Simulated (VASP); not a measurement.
Ag, 1 atom in the cell. The structure is tetragonal, space group I4/mmm (No. 139). The conventional cell has a = 3.116 Å, b = 3.116 Å, c = 3.739 Å, α = 90.00°, β = 90.00°, γ = 90.00°. Within 3.8 Å of Ag (site symmetry 4/mmm) lie 14 Ag at 2.89 to 3.74 Å.  This cell differs from its parent crystal: ratio of the length along z to the lengths across it x 1.2, volume and fractional coordinates fixed.

- Program: VASP 6.6.1
- Task: single point
- Functional: PBE
- Potentials or basis: VASP PAW PBE potentials, release 64 (Ag)
- Cutoff: 520 eV
- k mesh: 22 × 22 × 22
- Occupations: gaussian, width 0.15 eV
- Spin: no spin polarisation
- Dipole correction: no
- Further INCAR settings: ALGO = Fast; EDIFF = 1e-06; NBANDS = 12

Potentials or basis: VASP PAW PBE potentials, release 64 (Ag).

Run with:

```bash
$ cat potpaw_PBE.64/Ag/POTCAR > POTCAR
$ mpirun -np 1 vasp_std > vasp.out
```

Hardware: 1 thread of Intel(R) Xeon(R) 6975P-C (Granite Rapids), with other jobs on the host.

Question: How long does it take, and how much memory?

Answer: Run time: 50 s on 1 thread of Intel(R) Xeon(R) 6975P-C (Granite Rapids), with other jobs on the host, peak memory 0.27 GiB. Counts: scf iterations 12, k points 834.
